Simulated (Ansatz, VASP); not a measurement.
## Two plane-wave programs on CaPt4S8

```xyz
13
Lattice="7.1772 0.0000 0.0000 -3.5886 6.2156 0.0000 0.0000 0.0000 6.4645" Properties=species:S:1:pos:R:3 pbc="T T T"
Pt    1.8458    3.1376    0.0477
Pt    3.5886    0.0000    0.1735
Pt   -1.8458    3.1376    0.0477
Pt    0.0000   -0.0595    0.0477
S     0.0000    2.0719    1.1743
S    -1.8265    5.1611    1.3564
S     3.5886    2.1090    1.3564
S     1.8265    5.1611    1.3564
S     1.8701    0.9922    5.3060
S     0.0000    4.2313    5.3060
S     5.3071    0.9922    5.3060
S     3.5886    4.1438    5.2434
Ca    0.0000    2.0719    3.8053
```

Alike in both runs: functional PBE; dispersion D3(BJ); k mesh 6 × 6 × 6; occupations gaussian, width 0.1 eV; no spin polarisation.

Ansatz relaxed the structure, and its values are those at the end. VASP's run is a single point on that final structure, the one shown.

|  | VASP | Ansatz |
| --- | --- | --- |
| version | VASP 6.6.1 | Ansatz 0.2.0 |
| potentials or method | VASP PAW PBE potentials, release 64 (Pt, S, Ca_sv), cutoff 520 eV | scalar-relativistic, plane waves, PAW |
| valence electrons in the cell | 98 | 130 |

|  | VASP | Ansatz | Ansatz less VASP |
| --- | --- | --- | --- |
| gap on the k mesh at the Fermi level (eV) | none | none | - |
| pressure (GPa) | -0.2 | 0.1 | +0.25 |
| rms of the force components (eV/Å) | 0.017 | 0.006 | -0.0105 |

A gap of «none» marks a metal or a gap that the smearing closes. VASP's potentials hold 98 valence electrons a cell and Ansatz's 130, so a difference there can come from the potentials and not from the codes.

Spin-orbit coupling is off throughout.
